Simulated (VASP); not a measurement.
Wanted: the native input for a VASP 6.6.1 run.

```
Task                   : single point
Functional             : r2SCAN
Potentials or basis    : VASP PAW PBE potentials, release 64 (Ba_sv, Te)
Cutoff                 : 520 eV
k mesh                 : 6 × 6 × 6
Occupations            : gaussian, width 0.01 eV
Spin                   : no spin polarisation
Dipole correction      : no
Further INCAR settings : ALGO = Normal; EDIFF = 1e-06; NBANDS = 15
```

Crystal: BaTe.

```
Ba Te
1.0
     4.15816    0.00000    0.00000
     0.00000    4.15816    0.00000
     0.00000    0.00000    4.15816
Ba Te
1 1
Direct
  0.00000 0.00000 0.00000
  0.50000 0.50000 0.50000
```

This cell differs from its parent crystal: volume changed by -6%.

One way to write it, as run:

POSCAR

```
BaTe
1.0
    4.1581649023      0.0000000000      0.0000000000
    0.0000000000      4.1581649023      0.0000000000
    0.0000000000      0.0000000000      4.1581649023
Ba Te
1 1
Direct
    0.0000000000      0.0000000000      0.0000000000
    0.5000000000      0.5000000000      0.5000000000
```

INCAR.step1

```
  PREC = Accurate
  ENCUT = 520
  ISMEAR = 0
  SIGMA = 0.01
  LREAL = F
  LASPH = T
  NELM = 100
  NBANDS = 15
  GGA = PE
  ALGO = Normal
  EDIFF = 1E-4
  LWAVE = T
  LCHARG = F
```

INCAR.step2

```
  PREC = Accurate
  ENCUT = 520
  EDIFF = 1E-6
  ISMEAR = 0
  SIGMA = 0.01
  LREAL = F
  LASPH = T
  NELM = 100
  ALGO = Normal
  ISIF = 2
  LWAVE = F
  LCHARG = F
  METAGGA = R2SCAN
  LMIXTAU = T
  NBANDS = 15
  ISTART = 1
```

KPOINTS

```
Automatic mesh
0
Gamma
  6 6 6
```

Potentials or basis: VASP PAW PBE potentials, release 64 (Ba_sv, Te).

Run with:

```console
$ cat potpaw_PBE.64/Ba_sv/POTCAR potpaw_PBE.64/Te/POTCAR > POTCAR
$ cp INCAR.step1 INCAR
$ mpirun -np 1 vasp_std > vasp.out
$ cp INCAR.step2 INCAR
$ mpirun -np 1 vasp_std > vasp.out
```

Results of the run:

```yaml
Pressure: 3.0 GPa
Band_gap_on_the_k_mesh: 0.95 eV, indirect (least direct gap 1.32 eV)
```

Caveat: the PAW data sets were made with another functional, which shifts forces and pressure a little; spin-orbit coupling is left out, which moves the levels of the heavy elements.

It took 42 s on 1 thread of Intel(R) Xeon(R) Platinum 8259CL CPU @ 2.50GHz (Skylake/Cascade Lake) (shared host), peak memory 0.19 GiB.
